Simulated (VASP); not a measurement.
# Sb (P-1) in VASP: single point with HF

Aim: the single point of Sb with HF.

Everything below comes from runs of VASP 6.6.1. Logs are shortened: lines on timing, memory, paths and dates and some standing lists are left out, and cuts for length are marked.

## (1) The cell of the first run

The typed cell holds 1 atom: a = 3.560 Å, b = 3.711 Å, c = 3.401 Å, α = 59.07°, β = 54.60°, γ = 54.66°.

## (2) Single point, HF

The input, POSCAR:

```
Sb
1.0
    0.2032886671      2.4521703473      2.5734381436
    2.5032234645      0.0345613880      2.7389866334
    2.3412110769      2.4590884726      0.1979367619
Sb
1
Direct
    0.0000000000      0.0000000000      0.0000000000
```

The input, INCAR.step1:

```
PREC = Accurate
ENCUT = 520
EDIFF = 1E-5
ISMEAR = -1
SIGMA = 0.05
LREAL = False
LASPH = True
NELM = 100
ALGO = Normal
ISIF = 2
LWAVE = True
LCHARG = False
NBANDS = 8
GGA = PE
```

The input, INCAR.step2:

```
PREC = Accurate
ENCUT = 520
EDIFF = 1E-6
ISMEAR = -1
SIGMA = 0.05
LREAL = False
LASPH = True
NELM = 100
ALGO = Normal
ISIF = 2
LWAVE = False
LCHARG = False
GGA = PE
LHFCALC = True
AEXX = 1.0
ALDAC = 0.0
AGGAC = 0.0
PRECFOCK = Normal
NBANDS = 8
ISTART = 1
```

The input, KPOINTS:

```
Automatic mesh
0
Gamma
  5 5 5
```

Potentials or basis: VASP PAW PBE potentials, release 64 (Sb).

Run with:

```console
cat potpaw_PBE.64/Sb/POTCAR > POTCAR
cp INCAR.step1 INCAR
mpirun -np 1 vasp_std > vasp.out
cp INCAR.step2 INCAR
mpirun -np 1 vasp_std > vasp.out
```

OUTCAR:

```text
PREC = Accurate
   ENCUT = 520
   EDIFF = 1E-6
   ISMEAR = -1
   LREAL = False
   LASPH = True
   NELM = 100
   ISIF = 2
   GGA = PE
   LHFCALC = True
   AEXX = 1.0
   PRECFOCK = Normal
   ISTART = 1

 ion  position               nearest neighbor table
   1  0.000  0.000  0.000-

  LATTYP: Found a triclinic cell.
 ALAT       =     3.5158944875
 B/A-ratio  =     1.3871234402
 C/A-ratio  =     0.9089858816
 COS(alpha) =     0.0028900130
 COS(beta)  =     0.5078716981
 COS(gamma) =     0.6843607951

  Lattice vectors:

 A1 = (  -0.1620123876,   2.4245270846,  -2.5410498715)
 A2 = (   0.0412762795,   4.8766974319,   0.0323882721)
 A3 = (   2.1379224098,   0.0069181253,  -2.3755013817)

Analysis of symmetry for initial positions (statically):
=====================================================================
 Subroutine PRICEL returns:
 Original cell was already a primitive cell.

 Routine SETGRP: Setting up the symmetry group for a
 triclinic supercell.

 Subroutine GETGRP returns: Found  2 space group operations
 (whereof  2 operations were pure point group operations)
 out of a pool of  2 trial point group operations.

The static configuration has the point symmetry S_2 .

Analysis of symmetry for dynamics (positions and initial velocities):
=====================================================================
 Subroutine PRICEL returns:
 Original cell was already a primitive cell.

 Routine SETGRP: Setting up the symmetry group for a
 triclinic supercell.

 Subroutine GETGRP returns: Found  2 space group operations
 (whereof  2 operations were pure point group operations)
 out of a pool of  2 trial point group operations.

The dynamic configuration has the point symmetry S_2 .

 Subroutine INISYM returns: Found  2 space group operations
 (whereof  2 operations are pure point group operations),
 and found     1 'primitive' translations

----------------------------------------------------------------------------------------

                                     Primitive cell

  volume of cell :      28.7748

  direct lattice vectors                    reciprocal lattice vectors
     0.203288667  2.452170347  2.573438144    -0.233835817  0.205633893  0.211113229
     2.503223464  0.034561388  2.738986633     0.203057730 -0.207985179  0.182143781
     2.341211077  2.459088473  0.197936762     0.230324084  0.204522499 -0.213079256

  length of vectors
     3.560484458  3.710710172  3.401112228     0.376209095  0.343025704  0.374541594

  position of ions in fractional coordinates (direct lattice)
     0.000000000  0.000000000  0.000000000

  ion indices of the primitive-cell ions
   primitive index   ion index
                 1           1

----------------------------------------------------------------------------------------

 KPOINTS: Automatic mesh

Automatic generation of k-mesh.
 Grid dimensions read from file:
 generate k-points for:    5    5    5

 Generating k-lattice:

  Cartesian coordinates                     Fractional coordinates (reciprocal lattice)
    -0.046767163  0.041126779  0.042222646     0.200000000  0.000000000  0.000000000
     0.040611546 -0.041597036  0.036428756     0.000000000  0.200000000  0.000000000
     0.046064817  0.040904500 -0.042615851     0.000000000  0.000000000  0.200000000

  Length of vectors
     0.075241819  0.068605141  0.074908319

  Shift w.r.t. Gamma in fractional coordinates (k-lattice)
     0.000000000  0.000000000  0.000000000

 Subroutine IBZKPT returns following result:
 ===========================================

 Found     63 irreducible k-points:

 Following reciprocal coordinates:
            Coordinates               Weight
  0.000000  0.000000  0.000000      1.000000
  0.200000  0.000000 -0.000000      2.000000
  0.400000 -0.000000 -0.000000      2.000000
 -0.000000  0.200000 -0.000000      2.000000
  0.200000  0.200000 -0.000000      2.000000
  0.400000  0.200000 -0.000000      2.000000
[... 16 lines left out ...]
 -0.200000  0.200000  0.200000      2.000000
 -0.000000  0.400000  0.200000      2.000000
 [... further k-points ...]
   k-points           NKPTS =     63   k-points in BZ     NKDIM =    125   number of bands    NBANDS=      8
   number of dos      NEDOS =    301   number of ions     NIONS =      1
   total plane-waves  NPLWV =  21952
   dimension x,y,z NGX =    28 NGY =   28 NGZ =   28
   dimension x,y,z NGXF=    56 NGYF=   56 NGZF=   56
   ions per type =               1
   NGX,Y,Z   is equivalent  to a cutoff of  13.07, 12.54, 13.69 a.u.
   NGXF,Y,Z  is equivalent  to a cutoff of  26.15, 25.09, 27.37 a.u.
 SYSTEM =  unknown system
   PREC   = accura    normal or accurate (medium, high low for compatibility)
   ISTART =      1    job   : 0-new  1-cont  2-samecut
   ICHARG =      0    charge: 1-file 2-atom 10-const
   ISPIN  =      1    spin polarized calculation?
   LNONCOLLINEAR =      F non collinear calculations
   LSORBIT =      F    spin-orbit coupling
   LASPH  =      T    aspherical Exc in radial PAW
   ENCUT  =  520.0 eV  38.22 Ry    6.18 a.u.   6.62  6.90  6.32*2*pi/ulx,y,z
   NELM   =    100;   NELMIN=  2; NELMDL=  0     # of ELM steps
   EDIFF  = 0.1E-05   stopping-criterion for ELM
   LREAL  =      F    real-space projection
   EDIFFG = 0.1E-04   stopping-criterion for IOM
   NSW    =      0    number of steps for IOM
   IBRION =     -1    ionic relax: 0-MD 1-quasi-New 2-CG
   NFREE  =      0    steps in history (QN), initial steepest desc. (CG)
   ISIF   =      2    stress and relaxation
   ISYM   =      3    0-nonsym 1-usesym 2-fastsym
   POTIM  = 0.5000    time-step for ionic-motion
   TEBEG  =    0.0;   TEEND  =   0.0 temperature during run
   PSTRESS=    0.0 pullay stress
   NELECT =       5.0000    total number of electrons
   NUPDOWN=      -1.0000    fix difference up-down
   EMIN   =  10.00;   EMAX   =-10.00  energy-range for DOS
   EFERMI =   0.00;   METHOD = LEGACY
   ISMEAR =    -1;   SIGMA  =   0.05  broadening in eV -4-tet -1-fermi 0-gaus
   EFERMI_NEDOS =   21; number of points for ismear=-14 and -15
   IALGO  =     38    algorithm
   IMIX   =      1    mixing-type and parameters
     AMIX     =   0.40;   BMIX     =  1.00
     AMIX_MAG =   1.60;   BMIX_MAG =  1.00
  volume/ion in A,a.u.               =      28.77       194.18
  Fermi-wavevector in a.u.,A,eV,Ry     =   0.913540  1.726340 11.354816  0.834555
  Thomas-Fermi vector in A             =   2.038063
   LORBIT       =      0    0 simple, 1 ext, 2 COOP (PROOUT), +10 PAW based schemes
   GGA     = PE    functional components
   LHFCALC =     T    Hartree Fock is set to
   PRECFOCK=normal    Normal, Fast or Accurate (Low or Medium for compatibility)
   ENCUT4O =  -1.0   cutoff for four orbital integrals eV
   NKREDX  =     1    reduce k-point grid by
   NKREDY  =     1    reduce k-point grid by
   NKREDZ  =     1    reduce k-point grid by
   AEXX    =    1.0000 exact exchange contribution
   HFSCREEN=    0.0000 screening length (either q_TF or 0.3 A-1)
   HFSCREENC=   0.0000 screening length for correlation (either q_TF or 0.3 A-1)
   ENCUTFOCK=  -1.0 apply spherical cutoff to Coloumb kernel
   IVDW    =     0    specifies the selected vdW correction
   LEPSILON=     F    determine dielectric tensor
   LRPA    =     F    only Hartree local field effects (RPA)
 non-spin polarized calculation
  energy-cutoff  :      520.00
  volume of cell :       28.77
 maximum number of plane-waves:       787
  NGX = 20; NGY = 24; NGZ = 20

 number of electron       5.0000000 magnetization

 Free energy of the ion-electron system (eV)
  ---------------------------------------------------
  ext. energy  EPLUGINS =         0.00000000
  ---------------------------------------------------
  free energy    TOTEN  =       -27.65859821 eV

  energy without entropy =      -27.65769847  energy(sigma->0) =      -27.65814834

 E-fermi :   3.2783     XC(G=0):   0.0000

 val. band max:        1.9761052158   @ k =   0.4000  -0.4000   0.4000
 cond. band min:       3.3332257316   @ k =   0.4000   0.4000  -0.0000
 fundamental gap:      1.3571205158
 Fermi energy:         3.2782951145

 k-point     1 :       0.0000    0.0000    0.0000
  band No.  band energies     occupation
      1      -9.1046      2.00000
      2      -0.5106      2.00000
      3       9.2006      0.00000
      4      10.4349      0.00000
      5      21.4456      0.00000
      6      22.5473      0.00000
      7      23.9410      0.00000
      8      25.6793      0.00000

 k-point     2 :       0.2000    0.0000   -0.0000
  band No.  band energies     occupation
      1      -8.2935      2.00000
      2      -0.7487      2.00000
      3       8.2020      0.00000
      4       8.7212      0.00000
      5      20.7101      0.00000
      6      21.9378      0.00000
      7      22.6606      0.00000
      8      24.2647      0.00000

 k-point     3 :       0.4000   -0.0000   -0.0000
  band No.  band energies     occupation
      1      -5.8139      2.00000
      2      -1.2187      2.00000
      3       0.6672      2.00000
      4       7.6900      0.00000
      5      19.7207      0.00000
      6      21.2435      0.00000
      7      21.8115      0.00000
      8      23.1892      0.00000

 k-point     4 :      -0.0000    0.2000   -0.0000
  band No.  band energies     occupation
      1      -8.5453      2.00000
      2      -1.0380      2.00000
      3       7.8028      0.00000
      4      10.0443      0.00000
      5      20.4009      0.00000
      6      21.8062      0.00000
      7      24.3112      0.00000
      8      25.1138      0.00000

 k-point     5 :       0.2000    0.2000   -0.0000
  band No.  band energies     occupation
      1      -8.3681      2.00000
      2      -0.5620      2.00000
      3       8.2741      0.00000
      4       8.4717      0.00000
      5      19.7864      0.00000
      6      20.6700      0.00000
      7      23.1439      0.00000
      8      23.9899      0.00000

 k-point     6 :       0.4000    0.2000   -0.0000
  band No.  band energies     occupation
      1      -6.4717      2.00000
      2      -1.1619      2.00000
      3       4.7560      0.00000
      4       7.0565      0.00000
      5      18.6547      0.00000
      6      19.5742      0.00000
      7      22.3963      0.00000
      8      24.0393      0.00000

 k-point     7 :      -0.4000    0.2000   -0.0000
  band No.  band energies     occupation
      1      -4.0051      2.00000
      2      -2.8455      2.00000
      3      -0.0717      2.00000
      4       6.7473      0.00000
      5      18.5032      0.00000
      6      20.5501      0.00000
      7      22.2155      0.00000
      8      23.4434      0.00000
[... 133 lines left out ...]
 k-point    20 :       0.2000    0.2000    0.2000
  band No.  band energies     occupation
      1      -8.5732      2.00000
      2      -1.3081      2.00000
      3       8.1136      0.00000
      4      10.1184      0.00000
      5      20.1305      0.00000
      6      22.3717      0.00000
      7      24.3377      0.00000
      8      25.3384      0.00000

 k-point    21 :       0.4000    0.2000    0.2000
  band No.  band energies     occupation
      1      -7.4082      2.00000
      2      -1.8772      2.00000
      3       7.0686      0.00000
      4       8.0000      0.00000
      5      19.4768      0.00000
      6      20.6407      0.00000
      7      23.1431      0.00000
      8      23.9778      0.00000

 k-point    22 :      -0.4000    0.2000    0.2000
  band No.  band energies     occupation
      1      -4.6146      2.00000
      2      -2.4196      2.00000
      3       0.6047      2.00000
      4       6.5362      0.00000
      5      18.0626      0.00000
      6      19.9257      0.00000
      7      22.3414      0.00000
      8      22.8750      0.00000

 k-point    23 :      -0.2000    0.2000    0.2000
  band No.  band energies     occupation
      1      -5.9498      2.00000
      2      -1.4495      2.00000
      3       4.3077      0.00000
      4       7.1157      0.00000
      5      18.4191      0.00000
      6      18.8401      0.00000
      7      22.8061      0.00000
      8      23.7134      0.00000

 k-point    24 :      -0.0000    0.4000    0.2000
  band No.  band energies     occupation
      1      -6.7738      2.00000
      2      -1.8631      2.00000
      3       4.8215      0.00000
      4       8.6394      0.00000
      5      18.7407      0.00000
      6      19.4707      0.00000
      7      23.0021      0.00000
      8      23.9625      0.00000

 [... further k-points ...]

------------------------ aborting loop because EDIFF is reached ----------------------------------------

  FORCE on cell =-STRESS in cart. coord.  units (eV):
  Direction    XX          YY          ZZ          XY          YZ          ZX
  --------------------------------------------------------------------------------------
  -------------------------------------------------------------------------------------
  Total       -8.0040539     -1.5828060     -2.5512787      0.2647048     -0.0187423      4.6089411
  in kB     -445.6653617    -88.1305685   -142.0550825     14.7387506     -1.0435730    256.6256329
  external PRESSURE =    -225.2836709 kB  Pullay stress =       0.0000000 kB

 VOLUME and BASIS-vectors are now :
 -----------------------------------------------------------------------------
  energy-cutoff  :      520.00
  volume of cell :       28.77
      direct lattice vectors                 reciprocal lattice vectors
     0.203288667  2.452170347  2.573438144    -0.233835817  0.205633893  0.211113229
     2.503223464  0.034561388  2.738986633     0.203057730 -0.207985179  0.182143781
     2.341211077  2.459088473  0.197936762     0.230324084  0.204522499 -0.213079256

 POSITION                                       TOTAL-FORCE (eV/Angst)
 -----------------------------------------------------------------------------------
      0.00000      0.00000      0.00000         0.000000      0.000000      0.000000
 -----------------------------------------------------------------------------------
    total drift:                                0.000000      0.000000      0.000000

  FREE ENERGIE OF THE ION-ELECTRON SYSTEM (eV)
  ---------------------------------------------------
  free  energy   TOTEN  =       -27.6585982113 eV

  energy  without entropy=      -27.6576984749  energy(sigma->0) =      -27.65814834
```

Wall time 44 min (1 thread of Intel Xeon Platinum 8488C (Sapphire Rapids), shared host); peak memory 0.17 GiB.

Results:

```
Free energy            : -27.6586 eV
Pressure               : -22.5 GPa
Band gap on the k mesh : zero (an odd number of electrons rules out a gap without spin polarisation)
```

Stress tensor (GPa, compression positive):
```
-44.57   1.47  25.66
  1.47  -8.81  -0.10
 25.66  -0.10 -14.21
```

Levels at points of the mesh, in eV from the Fermi level:
| k point | band 1 | band 2 | band 3 | band 4 | band 5 | band 6 | band 7 |
| --- | --- | --- | --- | --- | --- | --- | --- |
| (0.00, 0.00, 0.00) | -12.38 | -3.79 | 5.92 | 7.16 | 18.17 | 19.27 | 20.66 |

Caveat: the k points lie up to 0.47 Å⁻¹ apart, too coarse for converged energies and pressures of a metal; the PAW data sets were made with another functional, which shifts forces and pressure a little; spin-orbit coupling is left out, which moves the levels of the heavy elements; an odd number of electrons without spin polarisation forces a metal; a magnetic or distorted state may lie lower.

The gap in the log of VASP goes by the Fermi energy; the results here count the filled bands.